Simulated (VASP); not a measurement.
Input of a VASP 6.6.1 run:

File INCAR:

```
SYSTEM = TiAl
ALGO = Fast
EDIFF = 1E-6
ENCUT = 520
GGA = PS
ISIF = 2
ISMEAR = 0
LASPH = .True.
LCHARG = .True.
LELF = .True.
LREAL = .False.
LVHAR = .True.
LWAVE = .False.
NBANDS = 14
NELM = 60
PREC = Accurate
SIGMA = 0.15
```

File KPOINTS:

```
k-points
0
Gamma
  16 16 16
  0 0 0
```

POSCAR

```
TiAl
1.0
    2.7216714778      0.0000000000      0.0000000000
    0.0000000000      2.7216714778      0.0000000000
    0.0000000000      0.0000000000      4.1306808018
Ti Al
1 1
Direct
    0.0000000000      0.0000000000      0.0000000000
    0.5000000000      0.5000000000      0.5000000000
```

Potentials or basis: VASP PAW PBE potentials, release 64 (Ti_sv, Al).

The run is started by

```sh
$ cat potpaw_PBE.64/Ti_sv/POTCAR potpaw_PBE.64/Al/POTCAR > POTCAR
$ mpirun -np 1 vasp_std > vasp.out
```

Q: Predict the pressure.

A: 3.9 GPa.

Q: Estimate the band gap on the k mesh.

A: Zero (an odd number of electrons rules out a gap without spin polarisation).

Stress tensor (GPa, compression positive):
```
5.52 0.00 0.00
0.00 5.52 0.00
0.00 0.00 0.69
```

Caveat: the cell stands under pressure; the PAW data sets were made with another functional, which shifts forces and pressure a little.
